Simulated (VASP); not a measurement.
# Ba (Im-3m) in VASP: further runs

The runs below take Ba through single point, with PBEsol.

Program: VASP 6.6.1. These are calculated values, not measurements. Logs are shortened: lines on timing, memory, paths and dates and some standing lists are left out, and cuts for length are marked.

**1. The cell of the first run**

It takes space group Im-3m (No. 229, cubic). Conventional cell: a = 4.898 Å, b = 4.898 Å, c = 4.898 Å, α = 90.00°, β = 90.00°, γ = 90.00°. Within 5.6 Å of Ba (site symmetry m-3m) lie 14 Ba at 4.24 to 4.90 Å.

**2. Single point, PBEsol (58.75 Å³/atom)**

The input, INCAR:

```
SYSTEM = Ba
PREC     = Accurate       ! precision mode
ENCUT    = 520            ! plane-wave cutoff, eV
EDIFF    = 1E-6           ! SCF threshold, eV
ISMEAR   = -1             ! smearing method
SIGMA    = 0.05           ! smearing width, eV
LREAL    = .False.        ! projectors in reciprocal space
LASPH    = .True.         ! aspherical terms in the spheres
NELM     = 100            ! most SCF steps
ALGO     = Normal         ! electronic algorithm
ISIF     = 2              ! what is computed and relaxed
LWAVE    = .False.        ! write WAVECAR
LCHARG   = .False.        ! write CHGCAR
GGA      = PS             ! functional
NBANDS   = 11             ! bands
```

The input, KPOINTS:

```
Automatic mesh
0
Gamma
  10 10 10
  0 0 0
```

The input, POSCAR:

```
Ba
1.0
   -2.4489652718      2.4489652718      2.4489652718
    2.4489652718     -2.4489652718      2.4489652718
    2.4489652718      2.4489652718     -2.4489652718
Ba
1
Direct
    0.0000000000      0.0000000000      0.0000000000
```

Potentials or basis: VASP PAW PBE potentials, release 64 (Ba_sv).

On the command line:

```sh
> cat potpaw_PBE.64/Ba_sv/POTCAR > POTCAR
> mpirun -np 1 vasp_std > vasp.out
```

OUTCAR:

```text
SYSTEM = Ba
   PREC = Accurate
   ENCUT = 520
   EDIFF = 1E-6
   ISMEAR = -1
   LREAL = .False.
   LASPH = .True.
   NELM = 100
   ISIF = 2
   GGA = PS

 ion  position               nearest neighbor table
   1  0.000  0.000  0.000-

  LATTYP: Found a body centered cubic cell.
 ALAT       =     4.8979305436

  Lattice vectors:

 A1 = (  -2.4489652718,   2.4489652718,   2.4489652718)
 A2 = (   2.4489652718,  -2.4489652718,   2.4489652718)
 A3 = (   2.4489652718,   2.4489652718,  -2.4489652718)

Analysis of symmetry for initial positions (statically):
=====================================================================
 Subroutine PRICEL returns:
 Original cell was already a primitive cell.

 Routine SETGRP: Setting up the symmetry group for a
 body centered cubic supercell.

 Subroutine GETGRP returns: Found 48 space group operations
 (whereof 48 operations were pure point group operations)
 out of a pool of 48 trial point group operations.

The static configuration has the point symmetry O_h .

Analysis of symmetry for dynamics (positions and initial velocities):
=====================================================================
 Subroutine PRICEL returns:
 Original cell was already a primitive cell.

 Routine SETGRP: Setting up the symmetry group for a
 body centered cubic supercell.

 Subroutine GETGRP returns: Found 48 space group operations
 (whereof 48 operations were pure point group operations)
 out of a pool of 48 trial point group operations.

The dynamic configuration has the point symmetry O_h .

 Subroutine INISYM returns: Found 48 space group operations
 (whereof 48 operations are pure point group operations),
 and found     1 'primitive' translations

----------------------------------------------------------------------------------------

                                     Primitive cell

  volume of cell :      58.7500

  direct lattice vectors                    reciprocal lattice vectors
    -2.448965272  2.448965272  2.448965272     0.000000000  0.204167861  0.204167861
     2.448965272 -2.448965272  2.448965272     0.204167861  0.000000000  0.204167861
     2.448965272  2.448965272 -2.448965272     0.204167861  0.204167861  0.000000000

  length of vectors
     4.241732277  4.241732277  4.241732277     0.288736957  0.288736957  0.288736957

  position of ions in fractional coordinates (direct lattice)
     0.000000000  0.000000000  0.000000000

  ion indices of the primitive-cell ions
   primitive index   ion index
                 1           1

----------------------------------------------------------------------------------------

 KPOINTS: Automatic mesh

Automatic generation of k-mesh.
 Grid dimensions read from file:
 generate k-points for:   10   10   10

 Generating k-lattice:

  Cartesian coordinates                     Fractional coordinates (reciprocal lattice)
     0.000000000  0.020416786  0.020416786     0.100000000  0.000000000  0.000000000
     0.020416786  0.000000000  0.020416786     0.000000000  0.100000000  0.000000000
     0.020416786  0.020416786  0.000000000     0.000000000  0.000000000  0.100000000

  Length of vectors
     0.028873696  0.028873696  0.028873696

  Shift w.r.t. Gamma in fractional coordinates (k-lattice)
     0.000000000  0.000000000  0.000000000

 Subroutine IBZKPT returns following result:
 ===========================================

 Found     47 irreducible k-points:

 Following reciprocal coordinates:
            Coordinates               Weight
  0.000000  0.000000  0.000000      1.000000
  0.100000  0.000000  0.000000     12.000000
  0.200000  0.000000  0.000000     12.000000
  0.300000  0.000000  0.000000     12.000000
  0.400000  0.000000  0.000000     12.000000
  0.500000  0.000000  0.000000      6.000000
[... 16 lines left out ...]
  0.300000  0.300000  0.100000      8.000000
 -0.300000  0.300000  0.100000     24.000000
 [... further k-points ...]
   k-points           NKPTS =     47   k-points in BZ     NKDIM =     47   number of bands    NBANDS=     11
   number of dos      NEDOS =    301   number of ions     NIONS =      1
   total plane-waves  NPLWV =  32768
   dimension x,y,z NGX =    32 NGY =   32 NGZ =   32
   dimension x,y,z NGXF=    64 NGYF=   64 NGZF=   64
   ions per type =               1
   NGX,Y,Z   is equivalent  to a cutoff of  12.54, 12.54, 12.54 a.u.
   NGXF,Y,Z  is equivalent  to a cutoff of  25.08, 25.08, 25.08 a.u.
 SYSTEM =  Ba
   PREC   = accura    normal or accurate (medium, high low for compatibility)
   ISTART =      0    job   : 0-new  1-cont  2-samecut
   ICHARG =      2    charge: 1-file 2-atom 10-const
   ISPIN  =      1    spin polarized calculation?
   LNONCOLLINEAR =      F non collinear calculations
   LSORBIT =      F    spin-orbit coupling
   LASPH  =      T    aspherical Exc in radial PAW
   ENCUT  =  520.0 eV  38.22 Ry    6.18 a.u.   7.89  7.89  7.89*2*pi/ulx,y,z
   NELM   =    100;   NELMIN=  2; NELMDL= -5     # of ELM steps
   EDIFF  = 0.1E-05   stopping-criterion for ELM
   LREAL  =      F    real-space projection
   EDIFFG = 0.1E-04   stopping-criterion for IOM
   NSW    =      0    number of steps for IOM
   IBRION =     -1    ionic relax: 0-MD 1-quasi-New 2-CG
   NFREE  =      0    steps in history (QN), initial steepest desc. (CG)
   ISIF   =      2    stress and relaxation
   ISYM   =      2    0-nonsym 1-usesym 2-fastsym
   POTIM  = 0.5000    time-step for ionic-motion
   TEBEG  =    0.0;   TEEND  =   0.0 temperature during run
   PSTRESS=    0.0 pullay stress
   NELECT =      10.0000    total number of electrons
   NUPDOWN=      -1.0000    fix difference up-down
   EMIN   =  10.00;   EMAX   =-10.00  energy-range for DOS
   EFERMI =   0.00;   METHOD = LEGACY
   ISMEAR =    -1;   SIGMA  =   0.05  broadening in eV -4-tet -1-fermi 0-gaus
   EFERMI_NEDOS =   21; number of points for ismear=-14 and -15
   IALGO  =     38    algorithm
   IMIX   =      4    mixing-type and parameters
     AMIX     =   0.40;   BMIX     =  1.00
     AMIX_MAG =   1.60;   BMIX_MAG =  1.00
  volume/ion in A,a.u.               =      58.75       396.46
  Fermi-wavevector in a.u.,A,eV,Ry     =   0.907275  1.714501 11.199604  0.823148
  Thomas-Fermi vector in A             =   2.031063
   LORBIT       =      0    0 simple, 1 ext, 2 COOP (PROOUT), +10 PAW based schemes
   GGA     = PS    functional components
   LHFCALC =     F    Hartree Fock is set to
   AEXX    =    0.0000 exact exchange contribution
   IVDW    =     0    specifies the selected vdW correction
   LEPSILON=     F    determine dielectric tensor
   LRPA    =     F    only Hartree local field effects (RPA)
 non-spin polarized calculation
  energy-cutoff  :      520.00
  volume of cell :       58.75
 maximum number of plane-waves:      1594
   NGX = 15   NGY = 15   NGZ = 15

 number of electron      10.0000000 magnetization

 Free energy of the ion-electron system (eV)
  ---------------------------------------------------
  ext. energy  EPLUGINS =         0.00000000
  ---------------------------------------------------
  free energy    TOTEN  =        -2.15301259 eV

  energy without entropy =       -2.14188781  energy(sigma->0) =       -2.14745020

 E-fermi :   1.7502     XC(G=0):  -7.7371

 val. band max:        1.7381997276   @ k =   0.3000   0.3000   0.0000
 cond. band min:       1.7749003225   @ k =  -0.4000  -0.4000   0.1000
 fundamental gap:      0.0367005950
 Fermi energy:         1.7502201471

 k-point     1 :       0.0000    0.0000    0.0000
  band No.  band energies     occupation
      1     -26.9723      2.00000
      2     -11.8582      2.00000
      3     -11.8582      2.00000
      4     -11.8582      2.00000
      5      -1.0312      2.00000
      6       3.6579      0.00000
      7       3.6579      0.00000
      8       3.6579      0.00000
      9       5.1918      0.00000
     10       5.1918      0.00000
     11       8.9115      0.00000

 k-point     2 :       0.1000    0.0000    0.0000
  band No.  band energies     occupation
      1     -26.9667      2.00000
      2     -11.9186      2.00000
      3     -11.8764      2.00000
      4     -11.8586      2.00000
      5      -0.8281      2.00000
      6       3.4942      0.00000
      7       3.5645      0.00000
      8       3.8663      0.00000
      9       4.9424      0.00000
     10       5.1769      0.00000
     11       9.1428      0.00000

 k-point     3 :       0.2000    0.0000    0.0000
  band No.  band energies     occupation
      1     -26.9520      2.00000
      2     -12.0713      2.00000
      3     -11.9236      2.00000
      4     -11.8599      2.00000
      5      -0.2865      2.00000
      6       3.1318      0.00000
      7       3.1858      0.00000
      8       4.4757      0.00000
      9       4.8352      0.00000
     10       5.1942      0.00000
     11       9.4905      0.00000

 k-point     4 :       0.3000    0.0000    0.0000
  band No.  band energies     occupation
      1     -26.9336      2.00000
      2     -12.2505      2.00000
      3     -11.9807      2.00000
      4     -11.8614      2.00000
      5       0.3655      2.00000
      6       2.7687      0.00000
      7       2.8426      0.00000
      8       5.0502      0.00000
      9       5.3369      0.00000
     10       5.4359      0.00000
     11       8.9558      0.00000
[... 239 lines left out ...]
 k-point    22 :      -0.2000    0.2000    0.1000
  band No.  band energies     occupation
      1     -26.9469      2.00000
      2     -12.0725      2.00000
      3     -11.9429      2.00000
      4     -11.9054      2.00000
      5      -0.1045      2.00000
      6       3.2237      0.00000
      7       3.2942      0.00000
      8       4.1085      0.00000
      9       4.3958      0.00000
     10       5.6749      0.00000
     11       9.7647      0.00000

 k-point    23 :       0.3000    0.3000    0.1000
  band No.  band energies     occupation
      1     -26.9085      2.00000
      2     -12.2302      2.00000
      3     -12.2302      2.00000
      4     -11.9849      2.00000
      5       1.9258      0.05797
      6       2.4388      0.00000
      7       2.4388      0.00000
      8       5.7531      0.00000
      9       5.7531      0.00000
     10       6.3834      0.00000
     11       8.8023      0.00000

 k-point    24 :      -0.3000    0.3000    0.1000
  band No.  band energies     occupation
      1     -26.9290      2.00000
      2     -12.2422      2.00000
      3     -12.0010      2.00000
      4     -11.9049      2.00000
      5       0.5393      2.00000
      6       2.7496      0.00000
      7       2.9578      0.00000
      8       4.3836      0.00000
      9       5.3515      0.00000
     10       5.7687      0.00000
     11       8.8370      0.00000

 [... further k-points ...]
[... 5 lines left out ...]
  --------------------------------------------------------------------------------------
  -------------------------------------------------------------------------------------
  Total       -0.0040288     -0.0040288     -0.0040288      0.0000000      0.0000000      0.0000000
  in kB       -0.1098709     -0.1098709     -0.1098709      0.0000000      0.0000000      0.0000000
  external PRESSURE =      -0.1098709 kB  Pullay stress =       0.0000000 kB

 VOLUME and BASIS-vectors are now :
 -----------------------------------------------------------------------------
  energy-cutoff  :      520.00
  volume of cell :       58.75
      direct lattice vectors                 reciprocal lattice vectors
    -2.448965272  2.448965272  2.448965272     0.000000000  0.204167861  0.204167861
     2.448965272 -2.448965272  2.448965272     0.204167861  0.000000000  0.204167861
     2.448965272  2.448965272 -2.448965272     0.204167861  0.204167861  0.000000000

 POSITION                                       TOTAL-FORCE (eV/Angst)
 -----------------------------------------------------------------------------------
      0.00000      0.00000      0.00000        -0.000000      0.000000      0.000000
 -----------------------------------------------------------------------------------
    total drift:                               -0.000000      0.000000     -0.000000

  FREE ENERGIE OF THE ION-ELECTRON SYSTEM (eV)
  ---------------------------------------------------
  free  energy   TOTEN  =        -2.1530125949 eV

  energy  without entropy=       -2.1418878106  energy(sigma->0) =       -2.14745020
```

Run time: 16 s. Hardware: 1 thread of Intel Xeon 8259CL, shared host; peak memory 0.18 GiB.

Results:

```
Free energy            : -2.1530 eV
Pressure               : 0.0 GPa
Band gap on the k mesh : zero (bands 5 and 6 overlap by 1.01 eV)
```

Caveat: the PAW data sets were made with another functional, which shifts forces and pressure a little; spin-orbit coupling is left out, which moves the levels of the heavy elements.

[end of part 1 of 2]
